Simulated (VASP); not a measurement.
# GaN (so) (P6_3mc) in VASP: single point with PBEsol

Aim: the single point of GaN (so) with PBEsol.

All numbers are computed with VASP 6.6.1; they aren't measurements. Logs are shortened: lines on timing, memory, paths and dates and some standing lists are left out, and cuts for length are marked.

### Step 1. The cell of the first run

Symmetry: P6_3mc, No. 186, hexagonal system. Conventional cell: a = 3.161 Å, b = 3.161 Å, c = 5.203 Å, α = 90.00°, β = 90.00°, γ = 120.00°. Within 2.6 Å of Ga (site symmetry 3m) lie 4 N at 1.94 to 1.95 Å. N (site symmetry 3m) has 4 Ga at 1.94 to 1.95 Å within 2.6 Å.

### Step 2. Single point, PBEsol, non-collinear spin, zero start, spin-orbit coupling

INCAR reads:

```
SYSTEM = GaN
PREC = Accurate
ENCUT = 600
EDIFF = 1E-6
ISMEAR = 0
SIGMA = 0.01
LREAL = .False.
LASPH = .True.
NELM = 200
ALGO = Normal
ISIF = 2
LWAVE = .False.
LCHARG = .False.
MAGMOM = 0 0 0 0 0 0 0 0 0 0 0 0
LORBIT = 11
LSORBIT = .True.
GGA_COMPAT = .False.
LORBMOM = .True.
GGA = PS
NBANDS = 50
```

KPOINTS reads:

```
Automatic mesh
0
Gamma
  9 9 6
  0 0 0
```

POSCAR reads:

```
GaN
1.0
    3.1605435996      0.0000000000      0.0000000000
   -1.5802717998      2.7371110471      0.0000000000
    0.0000000000      0.0000000000      5.2032954961
Ga N
2 2
Direct
    0.3333333333      0.6666666667      0.0010894869
    0.6666666667      0.3333333333      0.5010894869
    0.3333333333      0.6666666667      0.3759105131
    0.6666666667      0.3333333333      0.8759105131
```

Potentials or basis: VASP PAW PBE potentials, release 64 (Ga_d, N).

Run with:

```
> cat potpaw_PBE.64/Ga_d/POTCAR potpaw_PBE.64/N/POTCAR > POTCAR
> mpirun -np 1 vasp_ncl > vasp.out
```

OUTCAR:

```text
SYSTEM = GaN
   PREC = Accurate
   ENCUT = 600
   EDIFF = 1E-6
   ISMEAR = 0
   LREAL = .False.
   LASPH = .True.
   NELM = 200
   ISIF = 2
   LORBIT = 11
   LSORBIT = .True.
   GGA = PS

 ion  position               nearest neighbor table
   1  0.333  0.667  0.001-   4 1.94   4 1.94   4 1.94   3 1.95
   2  0.667  0.333  0.501-   3 1.94   3 1.94   3 1.94   4 1.95
   3  0.333  0.667  0.376-   2 1.94   2 1.94   2 1.94   1 1.95
   4  0.667  0.333  0.876-   1 1.94   1 1.94   1 1.94   2 1.95

  LATTYP: Found a hexagonal cell.
 ALAT       =     3.1605435996
 C/A-ratio  =     1.6463292887

  Lattice vectors:

 A1 = (   3.1605435996,   0.0000000000,   0.0000000000)
 A2 = (  -1.5802717998,   2.7371110471,   0.0000000000)
 A3 = (   0.0000000000,   0.0000000000,   5.2032954961)

Analysis of symmetry for initial positions (statically):
=====================================================================
 Subroutine PRICEL returns:
 Original cell was already a primitive cell.

 Routine SETGRP: Setting up the symmetry group for a
 hexagonal supercell.

 Subroutine GETGRP returns: Found 12 space group operations
 (whereof  6 operations were pure point group operations)
 out of a pool of 24 trial point group operations.

The static configuration has the point symmetry C_3v.
 The point group associated with its full space group is C_6v.

Analysis of symmetry for dynamics (positions and initial velocities):
=====================================================================
 Subroutine PRICEL returns:
 Original cell was already a primitive cell.

 Routine SETGRP: Setting up the symmetry group for a
 hexagonal supercell.

 Subroutine GETGRP returns: Found 12 space group operations
 (whereof  6 operations were pure point group operations)
 out of a pool of 24 trial point group operations.

The dynamic configuration has the point symmetry C_3v.
 The point group associated with its full space group is C_6v.

Analysis of structural, dynamic, and magnetic symmetry:
=====================================================================
 Subroutine PRICEL returns:
 Original cell was already a primitive cell.

 Routine SETGRP: Setting up the symmetry group for a
 hexagonal supercell.

 Subroutine GETGRP returns: Found 12 space group operations
 (whereof  6 operations were pure point group operations)
 out of a pool of 24 trial point group operations.

The overall configuration has the point symmetry C_3v.
 The point group associated with its full space group is C_6v.

 Subroutine INISYM returns: Found 12 space group operations
 (whereof  6 operations are pure point group operations),
 and found     1 'primitive' translations

----------------------------------------------------------------------------------------

                                     Primitive cell

  volume of cell :      45.0125

  direct lattice vectors                    reciprocal lattice vectors
     3.160543600  0.000000000  0.000000000     0.316401267  0.182674357  0.000000000
    -1.580271800  2.737111047  0.000000000     0.000000000  0.365348714  0.000000000
     0.000000000  0.000000000  5.203295496     0.000000000  0.000000000  0.192185895

  length of vectors
     3.160543600  3.160543600  5.203295496     0.365348714  0.365348714  0.192185895

  position of ions in fractional coordinates (direct lattice)
     0.333333333  0.666666667  0.001089487
     0.666666667  0.333333333  0.501089487
     0.333333333  0.666666667  0.375910513
     0.666666667  0.333333333  0.875910513

  ion indices of the primitive-cell ions
   primitive index   ion index
                 1           1
                 2           2
                 3           3
                 4           4

----------------------------------------------------------------------------------------

 KPOINTS: Automatic mesh

Automatic generation of k-mesh.
 Grid dimensions read from file:
[... 111 lines left out ...]
  ext. energy  EPLUGINS =         0.00000000
  ---------------------------------------------------
  free energy    TOTEN  =       -26.27753085 eV

  energy without entropy =      -26.27753085  energy(sigma->0) =      -26.27753085

 E-fermi :   5.4633     XC(G=0): -11.9859

 val. band max:        5.3757503403   @ k =   0.0000   0.0000   0.0000
 cond. band min:       7.2944137306   @ k =   0.0000   0.0000   0.0000
 fundamental gap:      1.9186633903
 Fermi energy:         5.4632977488

 k-point     1 :       0.0000    0.0000    0.0000
  band No.  band energies     occupation
      1     -10.7580      1.00000
      2     -10.7580      1.00000
      3      -9.7681      1.00000
      4      -9.7681      1.00000
      5      -8.2522      1.00000
      6      -8.2522      1.00000
[... 1213 lines left out ...]
     47      15.9072      0.00000
     48      15.9446      0.00000

 [... further k-points ...]

 [bands above 48 left out]

------------------------ aborting loop because EDIFF is reached ----------------------------------------

  FORCE on cell =-STRESS in cart. coord.  units (eV):
  Direction    XX          YY          ZZ          XY          YZ          ZX
  --------------------------------------------------------------------------------------
  -------------------------------------------------------------------------------------
  Total        0.7302945      0.7302945     -0.1233165      0.0000000      0.0000000      0.0000000
  in kB       25.9941689     25.9941689     -4.3893403      0.0000000      0.0000000      0.0000000
  external PRESSURE =      15.8663325 kB  Pullay stress =       0.0000000 kB

 VOLUME and BASIS-vectors are now :
 -----------------------------------------------------------------------------
  energy-cutoff  :      600.00
  volume of cell :       45.01
      direct lattice vectors                 reciprocal lattice vectors
     3.160543600  0.000000000  0.000000000     0.316401267  0.182674357  0.000000000
    -1.580271800  2.737111047  0.000000000     0.000000000  0.365348714  0.000000000
     0.000000000  0.000000000  5.203295496     0.000000000  0.000000000  0.192185895

 POSITION                                       TOTAL-FORCE (eV/Angst)
 -----------------------------------------------------------------------------------
     -0.00000      1.82474      0.00567        -0.000000      0.000000     -0.001308
      1.58027      0.91237      2.60732         0.000000     -0.000000     -0.001308
     -0.00000      1.82474      1.95597         0.000000      0.000000      0.001308
      1.58027      0.91237      4.55762        -0.000000     -0.000000      0.001308
 -----------------------------------------------------------------------------------
    total drift:                               -0.000000     -0.000000      0.000396

  FREE ENERGIE OF THE ION-ELECTRON SYSTEM (eV)
  ---------------------------------------------------
  free  energy   TOTEN  =       -26.2775308487 eV

  energy  without entropy=      -26.2775308487  energy(sigma->0) =      -26.27753085

 orbital moment (x)

 # of ion     p       d       tot
 ----------------------------------------
  1         0.000  -0.000  -0.000
  2        -0.000   0.000   0.000
  3         0.000   0.000   0.000
  4         0.000   0.000   0.000
 ----------------------------------------
            0.000   0.000   0.000

 orbital moment (y)

 # of ion     p       d       tot
 ----------------------------------------
  1         0.000   0.000   0.000
  2        -0.000  -0.000  -0.000
  3         0.000   0.000   0.000
  4        -0.000   0.000  -0.000
 ----------------------------------------
            0.000   0.000   0.000

 orbital moment (z)

 # of ion     p       d       tot
 ----------------------------------------
  1        -0.000  -0.000  -0.000
  2         0.000   0.000   0.000
  3        -0.000   0.000  -0.000
  4        -0.000   0.000  -0.000
 ----------------------------------------
           -0.000  -0.000  -0.000

 Spin-Orbit-Coupling matrix elements

 Ion:    1  E_soc:     -0.0109448
 l=   1
     0.0000000    -0.0009917    -0.0010006
    -0.0009917     0.0000000    -0.0009917
    -0.0010006    -0.0009917     0.0000000
 l=   2
     0.0000000    -0.0001642     0.0000000    -0.0001642    -0.0006687
    -0.0001642     0.0000000    -0.0005008    -0.0001612    -0.0001642
     0.0000000    -0.0005008     0.0000000    -0.0005008     0.0000000
    -0.0001642    -0.0001612    -0.0005008     0.0000000    -0.0001642
    -0.0006687    -0.0001642     0.0000000    -0.0001642     0.0000000
 l=   3
     0.0000000     0.0000000     0.0000000     0.0000000     0.0000000     0.0000000     0.0000000
     0.0000000     0.0000000     0.0000000     0.0000000     0.0000000     0.0000000     0.0000000
     0.0000000     0.0000000     0.0000000     0.0000000     0.0000000     0.0000000     0.0000000
     0.0000000     0.0000000     0.0000000     0.0000000     0.0000000     0.0000000     0.0000000
[... 49 lines left out ...]
 l=   2
     0.0000000     0.0000000     0.0000000     0.0000000     0.0000000
     0.0000000     0.0000000     0.0000000     0.0000000     0.0000000
     0.0000000     0.0000000     0.0000000     0.0000000     0.0000000
     0.0000000     0.0000000     0.0000000     0.0000000     0.0000000
     0.0000000     0.0000000     0.0000000     0.0000000     0.0000000
 l=   3
     0.0000000     0.0000000     0.0000000     0.0000000     0.0000000     0.0000000     0.0000000
     0.0000000     0.0000000     0.0000000     0.0000000     0.0000000     0.0000000     0.0000000
     0.0000000     0.0000000     0.0000000     0.0000000     0.0000000     0.0000000     0.0000000
     0.0000000     0.0000000     0.0000000     0.0000000     0.0000000     0.0000000     0.0000000
     0.0000000     0.0000000     0.0000000     0.0000000     0.0000000     0.0000000     0.0000000
     0.0000000     0.0000000     0.0000000     0.0000000     0.0000000     0.0000000     0.0000000
     0.0000000     0.0000000     0.0000000     0.0000000     0.0000000     0.0000000     0.0000000

 total charge

# of ion       s       p       d       tot
------------------------------------------
    1        0.792   0.922  10.190  11.903
    2        0.792   0.922  10.190  11.903
    3        1.214   2.511   0.000   3.725
    4        1.214   2.511   0.000   3.725
--------------------------------------------------
tot          4.012   6.864  20.380  31.256

 magnetization (x)

# of ion       s       p       d       tot
------------------------------------------
    1        0.000   0.000   0.000   0.000
    2        0.000   0.000   0.000   0.000
    3        0.000   0.000   0.000   0.000
    4        0.000   0.000   0.000   0.000
--------------------------------------------------
tot          0.000   0.000   0.000   0.000

 magnetization (y)

# of ion       s       p       d       tot
------------------------------------------
    1        0.000   0.000   0.000   0.000
    2        0.000   0.000   0.000   0.000
    3       -0.000   0.000   0.000  -0.000
    4        0.000   0.000   0.000   0.000
--------------------------------------------------
tot          0.000   0.000   0.000   0.000

 magnetization (z)

# of ion       s       p       d       tot
------------------------------------------
    1        0.000   0.000   0.000   0.000
    2       -0.000   0.000   0.000  -0.000
    3        0.000  -0.000   0.000  -0.000
    4       -0.000  -0.000   0.000  -0.000
--------------------------------------------------
tot         -0.000  -0.000   0.000  -0.000
```

Run time: 15 min. Hardware: 1 thread of Intel Xeon 8259CL, shared host; peak memory 0.49 GiB.

What came out:

```
Free energy                                           : -26.2775 eV
Pressure                                              : 1.6 GPa
Net moment                                            : 0.00 μB per cell
Valence electrons inside the program's atomic spheres : Ga 11.90; N 3.73
```

Stress tensor (GPa, compression positive):
```
 2.60  0.00  0.00
 0.00  2.60  0.00
 0.00  0.00 -0.44
```

Moments on the atoms (μB; x, y, z):
```
Ga  0.00 0.00 0.00
Ga  0.00 0.00 0.00
N   0.00 0.00 0.00
N   0.00 0.00 0.00
```

Caveat: the PAW data sets were made with another functional, which shifts forces and pressure a little.
